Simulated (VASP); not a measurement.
# Rh (P6_3/mmc) in VASP: further runs, part 2 of 2

VASP 6.6.1.

### Step 4. Single point, PBEsol

This run uses another cell than the first one, of 14.59 Å³/atom, 1.041 times its volume.

Contents of INCAR:

```
ALGO = Normal
EDIFF = 1E-6
ENCUT = 520
GGA = PS
ISIF = 2
ISMEAR = 0
LASPH = True
LCHARG = False
LREAL = False
LWAVE = False
NBANDS = 22
NELM = 80
PREC = Accurate
SIGMA = 0.1
```

Contents of KPOINTS:

```
k-points
0
Gamma
  12 12 7
```

Contents of POSCAR:

```
Rh
1.0
    2.7490655210      0.0000000000      0.0000000000
   -1.3745327605      2.3807605820      0.0000000000
    0.0000000000      0.0000000000      4.4578175964
Rh
2
Direct
    0.6666666667      0.3333333333      0.7500000000
    0.3333333333      0.6666666667      0.2500000000
```

Potentials or basis: VASP PAW PBE potentials, release 64 (Rh_pv).

Command:

```sh
cat potpaw_PBE.64/Rh_pv/POTCAR > POTCAR
mpirun -np 1 vasp_std > vasp.out
```

OUTCAR:

```text
EDIFF = 1E-6
   ENCUT = 520
   GGA = PS
   ISIF = 2
   ISMEAR = 0
   LASPH = True
   LREAL = False
   NELM = 80
   PREC = Accurate

 ion  position               nearest neighbor table
   1  0.667  0.333  0.750-   2 2.74   2 2.74   2 2.74   2 2.74   2 2.74   2 2.74
   2  0.333  0.667  0.250-   1 2.74   1 2.74   1 2.74   1 2.74   1 2.74   1 2.74

  LATTYP: Found a hexagonal cell.
 ALAT       =     2.7490655210
 C/A-ratio  =     1.6215756090

  Lattice vectors:

 A1 = (   2.7490655210,   0.0000000000,   0.0000000000)
 A2 = (  -1.3745327605,   2.3807605820,   0.0000000000)
 A3 = (   0.0000000000,   0.0000000000,   4.4578175964)

Analysis of symmetry for initial positions (statically):
=====================================================================
 Subroutine PRICEL returns:
 Original cell was already a primitive cell.

 Routine SETGRP: Setting up the symmetry group for a
 hexagonal supercell.

 Subroutine GETGRP returns: Found 24 space group operations
 (whereof 12 operations were pure point group operations)
 out of a pool of 24 trial point group operations.

The static configuration has the point symmetry D_3d.
 The point group associated with its full space group is D_6h.

Analysis of symmetry for dynamics (positions and initial velocities):
=====================================================================
 Subroutine PRICEL returns:
 Original cell was already a primitive cell.

 Routine SETGRP: Setting up the symmetry group for a
 hexagonal supercell.

 Subroutine GETGRP returns: Found 24 space group operations
 (whereof 12 operations were pure point group operations)
 out of a pool of 24 trial point group operations.

The dynamic configuration has the point symmetry D_3d.
 The point group associated with its full space group is D_6h.

 Subroutine INISYM returns: Found 24 space group operations
[... 111 lines left out ...]
   EFERMI =   0.00;   METHOD = LEGACY
   ISMEAR =     0;   SIGMA  =   0.10  broadening in eV -4-tet -1-fermi 0-gaus
   EFERMI_NEDOS =   21; number of points for ismear=-14 and -15
   IALGO  =     38    algorithm
   IMIX   =      4    mixing-type and parameters
     AMIX     =   0.40;   BMIX     =  1.00
     AMIX_MAG =   1.60;   BMIX_MAG =  1.00
  volume/ion in A,a.u.               =      14.59        98.44
  Fermi-wavevector in a.u.,A,eV,Ry     =   1.652371  3.122528 37.148391  2.730330
  Thomas-Fermi vector in A             =   2.740991
   LORBIT       =      0    0 simple, 1 ext, 2 COOP (PROOUT), +10 PAW based schemes
   GGA     = PS    functional components
   LHFCALC =     F    Hartree Fock is set to
   AEXX    =    0.0000 exact exchange contribution
   IVDW    =     0    specifies the selected vdW correction
   LEPSILON=     F    determine dielectric tensor
   LRPA    =     F    only Hartree local field effects (RPA)
 non-spin polarized calculation
 Gauss-broadening in eV      SIGMA  =   0.10
  energy-cutoff  :      520.00
  volume of cell :       29.18
 maximum number of plane-waves:       795
   NGX = 11   NGY = 11   NGZ = 17

 number of electron      30.0000003 magnetization

 Free energy of the ion-electron system (eV)
  ---------------------------------------------------
  ext. energy  EPLUGINS =         0.00000000
  ---------------------------------------------------
  free energy    TOTEN  =       -16.07994322 eV

  energy without entropy =      -16.06106904  energy(sigma->0) =      -16.07050613

 E-fermi :  10.7991     XC(G=0): -13.8386

 val. band max:       10.7908788175   @ k =   0.4167   0.1667   0.1429
 cond. band min:      10.8042595903   @ k =   0.0833   0.0000   0.4286
 fundamental gap:      0.0133807728
 Fermi energy:        10.7991140536

 k-point     1 :       0.0000    0.0000    0.0000
  band No.  band energies     occupation
      1     -36.1390      2.00000
      2     -35.6036      2.00000
      3     -35.6036      2.00000
      4     -35.5296      2.00000
      5     -35.5162      2.00000
      6     -35.5162      2.00000
[... 589 lines left out ...]
     21      25.6879      0.00000
     22      25.9950      0.00000

 [... further k-points ...]

------------------------ aborting loop because EDIFF is reached ----------------------------------------

  FORCE on cell =-STRESS in cart. coord.  units (eV):
  Direction    XX          YY          ZZ          XY          YZ          ZX
  --------------------------------------------------------------------------------------
  -------------------------------------------------------------------------------------
  Total       -3.2418936     -3.2418936     -3.3307251      0.0000000      0.0000000      0.0000000
  in kB     -178.0271468   -178.0271474   -182.9052897      0.0000000      0.0000000      0.0000000
  external PRESSURE =    -179.6531946 kB  Pullay stress =       0.0000000 kB

 VOLUME and BASIS-vectors are now :
 -----------------------------------------------------------------------------
  energy-cutoff  :      520.00
  volume of cell :       29.18
      direct lattice vectors                 reciprocal lattice vectors
     2.749065521  0.000000000  0.000000000     0.363759973  0.210016918  0.000000000
    -1.374532760  2.380760582  0.000000000     0.000000000  0.420033836  0.000000000
     0.000000000  0.000000000  4.457817596     0.000000000  0.000000000  0.224325015

 POSITION                                       TOTAL-FORCE (eV/Angst)
 -----------------------------------------------------------------------------------
      1.37453      0.79359      3.34336         0.000000     -0.000000      0.000000
     -0.00000      1.58717      1.11445        -0.000000      0.000000      0.000000
 -----------------------------------------------------------------------------------
    total drift:                               -0.000000      0.000000     -0.000000

  FREE ENERGIE OF THE ION-ELECTRON SYSTEM (eV)
  ---------------------------------------------------
  free  energy   TOTEN  =       -16.0799432233 eV

  energy  without entropy=      -16.0610690389  energy(sigma->0) =      -16.07050613
```

OSZICAR:

```text
N       E                     dE             d eps       ncg     rms          rms(c)
DAV:   1     0.323315313703E+03    0.32332E+03   -0.19265E+04  3352   0.158E+03
DAV:   2    -0.103805480257E+02   -0.33370E+03   -0.32198E+03  3500   0.469E+02
DAV:   3    -0.173021496266E+02   -0.69216E+01   -0.68843E+01  3896   0.761E+01
DAV:   4    -0.173472827768E+02   -0.45133E-01   -0.45129E-01  3806   0.621E+00
DAV:   5    -0.173479674991E+02   -0.68472E-03   -0.68472E-03  4016   0.788E-01    0.136E+01
DAV:   6    -0.161177442611E+02    0.12302E+01   -0.30465E+00  3668   0.183E+01    0.389E+00
DAV:   7    -0.160879911199E+02    0.29753E-01   -0.38992E-02  3812   0.166E+00    0.196E+00
DAV:   8    -0.160804039959E+02    0.75871E-02   -0.82507E-03  3584   0.105E+00    0.336E-01
DAV:   9    -0.160799323734E+02    0.47162E-03   -0.40703E-04  3908   0.244E-01    0.303E-02
DAV:  10    -0.160799432515E+02   -0.10878E-04   -0.58239E-06  3804   0.237E-02    0.601E-03
DAV:  11    -0.160799432233E+02    0.28223E-07   -0.54587E-07  2344   0.733E-03
   1 F= -.16079943E+02 E0= -.16070506E+02  d E =-.188742E-01
```

Run time: 47 s. Hardware: 1 thread of Intel Xeon 8259CL, shared host; peak memory 0.13 GiB.

What came out:

* Free energy: -16.0799 eV
* Pressure: -18.0 GPa
* Band gap on the k mesh: zero (band 15 reaches 11.34 eV, above the bottom of band 16 at 9.15 eV)

Levels at points of the mesh, in eV from the Fermi level:
```
           k point  band 12  band 13  band 14  band 15  band 16  band 17  band 18  band 19
(0.00, 0.00, 0.00)    -2.32    -2.32    -1.75    -1.75     0.11     0.11     0.68     7.95
(0.50, 0.00, 0.00)    -2.09    -2.02     0.38     0.55     0.66     2.82     4.80     9.82
```

Caveat: the PAW data sets were made with another functional, which shifts forces and pressure a little.

### Step 5. Summary

```tsv
cell	gap on the mesh (eV)	pressure (GPa)
a = 2.713, b = 2.713, c = 4.399 Å, angles 90.0, 90.0, 120.0°, 2 atoms	none	-9.2
a = 2.731, b = 2.731, c = 4.428 Å, angles 90.0, 90.0, 120.0°, 2 atoms	none	-13.8
a = 2.749, b = 2.749, c = 4.458 Å, angles 90.0, 90.0, 120.0°, 2 atoms	none	-18.0
```

Alike in all rows: task single point; level PBEsol; potentials or basis VASP PAW PBE potentials, release 64 (Rh_pv); no spin polarisation; k mesh 12 × 12 × 7; cutoff (eV) 520; smearing gaussian 0.1 eV.

Caveats: the PAW data sets were made with another functional, which shifts forces and pressure a little.

Absolute energies hang on the potentials; compare differences alone.
